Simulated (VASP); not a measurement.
# Ti4H5 (P-42m) in VASP: single point with r2SCAN

Aim: the single point of Ti4H5 with r2SCAN.

All numbers are computed with VASP 6.6.1; they aren't measurements. Logs are shortened: lines on timing, memory, paths and dates and some standing lists are left out, and cuts for length are marked.

### Step 1. The cell of the first run

The structure is tetragonal, space group P-42m (No. 111). Conventional cell: a = 4.231 Å, b = 4.231 Å, c = 4.521 Å, α = 90.00°, β = 90.00°, γ = 90.00°. Ti (site symmetry m) has 5 H at 1.86 to 1.92 Å within 2.5 Å. H (site symmetry 222) has 4 Ti at 1.89 Å and 4 H at 2.12 to 2.26 Å within 2.5 Å. Within 2.5 Å of H (site symmetry 222) lie 4 Ti at 1.86 Å and 2 H at 2.26 Å. H (site symmetry -42m) has 4 Ti at 1.92 Å and 4 H at 2.12 Å within 2.5 Å.

### Step 2. Single point, r2SCAN

Contents of POSCAR:

```
Ti4H5
1.0
    4.2309901747      0.0000000000      0.0000000000
    0.0000000000      4.2309901747      0.0000000000
    0.0000000000      0.0000000000      4.5213012467
Ti H
4 5
Direct
    0.7438369359      0.2561630641      0.7541532732
    0.2561630641      0.7438369359      0.7541532732
    0.2561630641      0.2561630641      0.2458467268
    0.7438369359      0.7438369359      0.2458467268
    0.5000000000      0.0000000000      0.5000000000
    0.5000000000      0.0000000000      0.0000000000
    0.0000000000      0.5000000000      0.5000000000
    0.0000000000      0.5000000000      0.0000000000
    0.0000000000      0.0000000000      0.5000000000
```

Contents of INCAR.step1:

```
PREC = Accurate ; ENCUT = 520
ISMEAR = 0 ; SIGMA = 0.1
LREAL = F ; LASPH = T
NELM = 100 ; NBANDS = 36
GGA = PE ; ALGO = Normal
EDIFF = 1E-4 ; LWAVE = T
LCHARG = F
```

Contents of INCAR.step2:

```
PREC = Accurate ; ENCUT = 520
EDIFF = 1E-6 ; ISMEAR = 0
SIGMA = 0.1 ; LREAL = F
LASPH = T ; NELM = 100
ALGO = Normal ; ISIF = 2
LWAVE = F ; LCHARG = F
METAGGA = R2SCAN ; LMIXTAU = T
NBANDS = 36 ; ISTART = 1
```

Contents of KPOINTS:

```
Automatic mesh
0
Gamma
  10 10 8
```

Potentials or basis: VASP PAW PBE potentials, release 64 (Ti_sv, H).

Launch:

```bash
cat potpaw_PBE.64/Ti_sv/POTCAR potpaw_PBE.64/H/POTCAR > POTCAR
cp INCAR.step1 INCAR
mpirun -np 1 vasp_std > vasp.out
cp INCAR.step2 INCAR
mpirun -np 1 vasp_std > vasp.out
```

OUTCAR:

```text
PREC = Accurate
   ENCUT = 520
   EDIFF = 1E-6
   ISMEAR = 0
   LREAL = F
   LASPH = T
   NELM = 100
   ISIF = 2
   METAGGA = R2SCAN
   ISTART = 1

 ion  position               nearest neighbor table
   1  0.744  0.256  0.754-   6 1.86   8 1.86   7 1.89   5 1.89   2 2.92
   2  0.256  0.744  0.754-   6 1.86   8 1.86   7 1.89   5 1.89   1 2.92
   3  0.256  0.256  0.246-   6 1.86   8 1.86   7 1.89   5 1.89   4 2.92
   4  0.744  0.744  0.246-   6 1.86   8 1.86   7 1.89   5 1.89   3 2.92
   5  0.500  0.000  0.500-   3 1.89   4 1.89   1 1.89   2 1.89
   6  0.500  0.000  0.000-   1 1.86   2 1.86   3 1.86   4 1.86
   7  0.000  0.500  0.500-   3 1.89   4 1.89   1 1.89   2 1.89
   8  0.000  0.500  0.000-   1 1.86   2 1.86   3 1.86   4 1.86
   9  0.000  0.000  0.500-

  LATTYP: Found a simple tetragonal cell.
 ALAT       =     4.2309901747
 C/A-ratio  =     1.0686153973

  Lattice vectors:

 A1 = (   4.2309901747,   0.0000000000,   0.0000000000)
 A2 = (   0.0000000000,   4.2309901747,   0.0000000000)
 A3 = (   0.0000000000,   0.0000000000,   4.5213012467)

Analysis of symmetry for initial positions (statically):
=====================================================================
 Subroutine PRICEL returns:
 Original cell was already a primitive cell.

 Routine SETGRP: Setting up the symmetry group for a
 simple tetragonal supercell.

 Subroutine GETGRP returns: Found  8 space group operations
 (whereof  8 operations were pure point group operations)
 out of a pool of 16 trial point group operations.

The static configuration has the point symmetry D_2d.

Analysis of symmetry for dynamics (positions and initial velocities):
=====================================================================
 Subroutine PRICEL returns:
 Original cell was already a primitive cell.

 Routine SETGRP: Setting up the symmetry group for a
 simple tetragonal supercell.

 Subroutine GETGRP returns: Found  8 space group operations
 (whereof  8 operations were pure point group operations)
 out of a pool of 16 trial point group operations.

The dynamic configuration has the point symmetry D_2d.

 Subroutine INISYM returns: Found  8 space group operations
 (whereof  8 operations are pure point group operations),
 and found     1 'primitive' translations

----------------------------------------------------------------------------------------

                                     Primitive cell

  volume of cell :      80.9371

  direct lattice vectors                    reciprocal lattice vectors
     4.230990175  0.000000000  0.000000000     0.236351293  0.000000000  0.000000000
     0.000000000  4.230990175  0.000000000     0.000000000  0.236351293  0.000000000
     0.000000000  0.000000000  4.521301247     0.000000000  0.000000000  0.221175265

  length of vectors
     4.230990175  4.230990175  4.521301247     0.236351293  0.236351293  0.221175265

  position of ions in fractional coordinates (direct lattice)
     0.743836936  0.256163064  0.754153273
     0.256163064  0.743836936  0.754153273
     0.256163064  0.256163064  0.245846727
     0.743836936  0.743836936  0.245846727
     0.500000000  0.000000000  0.500000000
     0.500000000  0.000000000  0.000000000
     0.000000000  0.500000000  0.500000000
     0.000000000  0.500000000  0.000000000
     0.000000000  0.000000000  0.500000000

  ion indices of the primitive-cell ions
   primitive index   ion index
                 1           1
                 2           2
                 3           3
                 4           4
                 5           5
                 6           6
                 7           7
                 8           8
                 9           9

----------------------------------------------------------------------------------------

 KPOINTS: Automatic mesh

Automatic generation of k-mesh.
 Grid dimensions read from file:
 generate k-points for:   10   10    8

 Generating k-lattice:

  Cartesian coordinates                     Fractional coordinates (reciprocal lattice)
     0.023635129  0.000000000  0.000000000     0.100000000  0.000000000  0.000000000
     0.000000000  0.023635129  0.000000000     0.000000000  0.100000000  0.000000000
     0.000000000  0.000000000  0.027646908     0.000000000  0.000000000  0.125000000

  Length of vectors
     0.023635129  0.023635129  0.027646908

  Shift w.r.t. Gamma in fractional coordinates (k-lattice)
     0.000000000  0.000000000  0.000000000

 Subroutine IBZKPT returns following result:
 ===========================================

 Found    105 irreducible k-points:

 Following reciprocal coordinates:
            Coordinates               Weight
  0.000000  0.000000  0.000000      1.000000
  0.100000  0.000000  0.000000      4.000000
  0.200000  0.000000  0.000000      4.000000
  0.300000  0.000000  0.000000      4.000000
  0.400000  0.000000  0.000000      4.000000
  0.500000  0.000000  0.000000      2.000000
[... 16 lines left out ...]
  0.100000  0.000000  0.125000      8.000000
  0.200000  0.000000  0.125000      8.000000
 [... further k-points ...]
   k-points           NKPTS =    105   k-points in BZ     NKDIM =    105   number of bands    NBANDS=     36
   number of dos      NEDOS =    301   number of ions     NIONS =      9
   total plane-waves  NPLWV =  36864
   dimension x,y,z NGX =    32 NGY =   32 NGZ =   36
   dimension x,y,z NGXF=    64 NGYF=   64 NGZF=   72
   ions per type =               4   5
   NGX,Y,Z   is equivalent  to a cutoff of  12.57, 12.57, 13.24 a.u.
   NGXF,Y,Z  is equivalent  to a cutoff of  25.15, 25.15, 26.47 a.u.
 SYSTEM =  unknown system
   PREC   = accura    normal or accurate (medium, high low for compatibility)
   ISTART =      1    job   : 0-new  1-cont  2-samecut
   ICHARG =      0    charge: 1-file 2-atom 10-const
   ISPIN  =      1    spin polarized calculation?
   LNONCOLLINEAR =      F non collinear calculations
   LSORBIT =      F    spin-orbit coupling
   LASPH  =      T    aspherical Exc in radial PAW
   ENCUT  =  520.0 eV  38.22 Ry    6.18 a.u.   7.87  7.87  8.41*2*pi/ulx,y,z
   NELM   =    100;   NELMIN=  2; NELMDL=  0     # of ELM steps
   EDIFF  = 0.1E-05   stopping-criterion for ELM
   LREAL  =      F    real-space projection
   EDIFFG = 0.1E-04   stopping-criterion for IOM
   NSW    =      0    number of steps for IOM
   IBRION =     -1    ionic relax: 0-MD 1-quasi-New 2-CG
   NFREE  =      0    steps in history (QN), initial steepest desc. (CG)
   ISIF   =      2    stress and relaxation
   ISYM   =      2    0-nonsym 1-usesym 2-fastsym
   POTIM  = 0.5000    time-step for ionic-motion
   TEBEG  =    0.0;   TEEND  =   0.0 temperature during run
   PSTRESS=    0.0 pullay stress
   NELECT =      53.0000    total number of electrons
   NUPDOWN=      -1.0000    fix difference up-down
   EMIN   =  10.00;   EMAX   =-10.00  energy-range for DOS
   EFERMI =   0.00;   METHOD = LEGACY
   ISMEAR =     0;   SIGMA  =   0.10  broadening in eV -4-tet -1-fermi 0-gaus
   EFERMI_NEDOS =   21; number of points for ismear=-14 and -15
   IALGO  =     38    algorithm
   IMIX   =      4    mixing-type and parameters
     AMIX     =   0.40;   BMIX     =  1.00
     AMIX_MAG =   1.60;   BMIX_MAG =  1.00
  volume/ion in A,a.u.               =       8.99        60.69
  Fermi-wavevector in a.u.,A,eV,Ry     =   1.421623  2.686477 27.497518  2.021011
  Thomas-Fermi vector in A             =   2.542413
   LORBIT       =      0    0 simple, 1 ext, 2 COOP (PROOUT), +10 PAW based schemes
   METAGGA = R2SCAN    functional components
   LHFCALC =     F    Hartree Fock is set to
   AEXX    =    0.0000 exact exchange contribution
   IVDW    =     0    specifies the selected vdW correction
   LEPSILON=     F    determine dielectric tensor
   LRPA    =     F    only Hartree local field effects (RPA)
 non-spin polarized calculation
 Gauss-broadening in eV      SIGMA  =   0.10
  energy-cutoff  :      520.00
  volume of cell :       80.94
 maximum number of plane-waves:      2198
 NGX is ok and might be reduce to    32
   NGX = 15   NGY = 15   NGZ = 17

 number of electron      53.0000021 magnetization

 Free energy of the ion-electron system (eV)
  ---------------------------------------------------
  ext. energy  EPLUGINS =         0.00000000
  ---------------------------------------------------
  free energy    TOTEN  =       -73.18032145 eV

  energy without entropy =      -73.15642267  energy(sigma->0) =      -73.16837206

 E-fermi :   7.7712     XC(G=0): -12.3471

 val. band max:        7.7677589589   @ k =   0.3000   0.0000   0.2500
 cond. band min:       7.7711672524   @ k =   0.3000   0.1000   0.2500
 fundamental gap:      0.0034082935
 Fermi energy:         7.7711593915

 k-point     1 :       0.0000    0.0000    0.0000
  band No.  band energies     occupation
      1     -51.7300      2.00000
      2     -51.6425      2.00000
      3     -51.6215      2.00000
      4     -51.6215      2.00000
      5     -27.2474      2.00000
      6     -27.1601      2.00000
[... 28 lines left out ...]
     35      10.6917      0.00000
     36      10.7708      0.00000

 k-point     2 :       0.1000    0.0000    0.0000
  band No.  band energies     occupation
      1     -51.7274      2.00000
      2     -51.6420      2.00000
      3     -51.6241      2.00000
      4     -51.6220      2.00000
      5     -27.2374      2.00000
      6     -27.1523      2.00000
[... 28 lines left out ...]
     35      10.6354      0.00000
     36      10.6661      0.00000

 k-point     3 :       0.2000    0.0000    0.0000
  band No.  band energies     occupation
      1     -51.7198      2.00000
      2     -51.6405      2.00000
      3     -51.6317      2.00000
      4     -51.6234      2.00000
      5     -27.2084      2.00000
      6     -27.1293      2.00000
[... 28 lines left out ...]
     35      10.5014      0.00000
     36      10.5588      0.00000
[... 742 lines left out ...]
 k-point    23 :       0.1000    0.0000    0.1250
  band No.  band energies     occupation
      1     -51.7242      2.00000
      2     -51.6452      2.00000
      3     -51.6240      2.00000
      4     -51.6221      2.00000
      5     -27.2275      2.00000
      6     -27.1383      2.00000
[... 28 lines left out ...]
     35      10.5986      0.00000
     36      10.6567      0.00000

 k-point    24 :       0.2000    0.0000    0.1250
  band No.  band energies     occupation
      1     -51.7168      2.00000
      2     -51.6435      2.00000
      3     -51.6314      2.00000
      4     -51.6237      2.00000
      5     -27.1999      2.00000
      6     -27.1183      2.00000
[... 28 lines left out ...]
     35      10.4626      0.00000
     36      10.5420      0.00000

 [... further k-points ...]
[... 5 lines left out ...]
  --------------------------------------------------------------------------------------
  -------------------------------------------------------------------------------------
  Total        0.1881723      0.1881723      0.2017516      0.0000000      0.0000000      0.0000000
  in kB        3.7249364      3.7249364      3.9937424      0.0000000      0.0000000      0.0000000
  external PRESSURE =       3.8145384 kB  Pullay stress =       0.0000000 kB

 VOLUME and BASIS-vectors are now :
 -----------------------------------------------------------------------------
  energy-cutoff  :      520.00
  volume of cell :       80.94
      direct lattice vectors                 reciprocal lattice vectors
     4.230990175  0.000000000  0.000000000     0.236351293  0.000000000  0.000000000
     0.000000000  4.230990175  0.000000000     0.000000000  0.236351293  0.000000000
     0.000000000  0.000000000  4.521301247     0.000000000  0.000000000  0.221175265

 POSITION                                       TOTAL-FORCE (eV/Angst)
 -----------------------------------------------------------------------------------
      3.14717      1.08382      3.40975        -0.010563      0.010563      0.007644
      1.08382      3.14717      3.40975         0.010563     -0.010563      0.007644
      1.08382      1.08382      1.11155         0.010563      0.010563     -0.007644
      3.14717      3.14717      1.11155        -0.010563     -0.010563     -0.007644
      2.11550      0.00000      2.26065        -0.000000      0.000000      0.000000
      2.11550      0.00000      0.00000        -0.000000      0.000000      0.000000
      0.00000      2.11550      2.26065        -0.000000     -0.000000      0.000000
      0.00000      2.11550      0.00000        -0.000000      0.000000      0.000000
      0.00000      0.00000      2.26065        -0.000000     -0.000000      0.000000
 -----------------------------------------------------------------------------------
    total drift:                                0.000000      0.000000     -0.000000

  FREE ENERGIE OF THE ION-ELECTRON SYSTEM (eV)
  ---------------------------------------------------
  free  energy   TOTEN  =       -73.1803214486 eV

  energy  without entropy=      -73.1564226699  energy(sigma->0) =      -73.16837206
```

Wall time 21 min (1 thread of Intel Xeon 8259CL, shared host); peak memory 0.35 GiB.

What came out:

- Free energy: -73.1803 eV
- Pressure: 0.4 GPa
- Largest force: 0.017 eV/Å
- Band gap on the k mesh: zero (an odd number of electrons rules out a gap without spin polarisation)

Forces on the atoms (eV/Å):
```
Ti  -0.011  0.011  0.008
Ti   0.011 -0.011  0.008
Ti   0.011  0.011 -0.008
Ti  -0.011 -0.011 -0.008
H    0.000  0.000  0.000
H    0.000  0.000  0.000
H    0.000  0.000  0.000
H    0.000  0.000  0.000
H    0.000  0.000  0.000
```

Caveat: the PAW data sets were made with another functional, which shifts forces and pressure a little.
